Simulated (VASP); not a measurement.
Crystal: SrO.

```xyz
2
Lattice="0.0000 2.5799 2.5799 2.5799 0.0000 2.5799 2.5799 2.5799 0.0000" Properties=species:S:1:pos:R:3 pbc="T T T"
Sr    0.0000    0.0000    0.0000
O     2.5799    2.5799    2.5799
```

Program: VASP 6.6.1. Alike in all runs: task single point; potentials or basis VASP PAW PBE potentials, release 64 (Sr_sv, O); no spin polarisation; cell as given; k mesh 4 × 4 × 4; cutoff (eV) 520; smearing gaussian 0.01 eV.

Task: Order these runs on this cell by their pressure, lowest first.
A. level PBE-based screened hybrid with 100 % exact exchange; share of exact exchange 1; screening parameter 0.2078 1/Å
B. level PBE-based screened hybrid with 20 % exact exchange; share of exact exchange 0.2; screening parameter 0.5 1/Å
C. level PBE-based global hybrid with 50 % exact exchange; share of exact exchange 0.5

Result: A (-6.0 GPa), C (-2.3 GPa), B (0.9 GPa).

Caveats: all runs use coarse meshes; the PAW data sets were made with another functional, which shifts forces and pressure a little.
